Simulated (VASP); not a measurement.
NiO:

```
Ni O
1.0
     0.00000    2.08590    2.08590
     2.08590    0.00000    2.08590
     2.08590    2.08590    0.00000
Ni O
1 1
Direct
  0.00000 0.00000 0.00000
  0.50000 0.50000 0.50000
```

Program: VASP 6.6.1. Alike in all runs: task single point; potentials or basis VASP PAW PBE potentials, release 64 (Ni_sv_GW, O); spin collinear, ferromagnetic start; cell as given; k mesh 11 × 11 × 11; cutoff (eV) 700; smearing fermi-dirac 0.05 eV.

Problem. Order these runs on this cell by their pressure, lowest first.
A. level BLYP+D4
B. level PBE+U; U Ni d U = 5.0 eV
C. level PBE+U; U Ni d U = 1.0 eV
D. level PBEsol+U; U Ni d U = 5.0 eV

Solution. D (0.6 GPa), A (4.4 GPa), C (8.2 GPa), B (10.8 GPa).

Caveats: a cell with one magnetic atom can't hold antiferromagnetic order, which such compounds often take; the cell stands under pressure (at least some runs); the PAW data sets were made with another functional, which shifts forces and pressure a little (at least some runs).
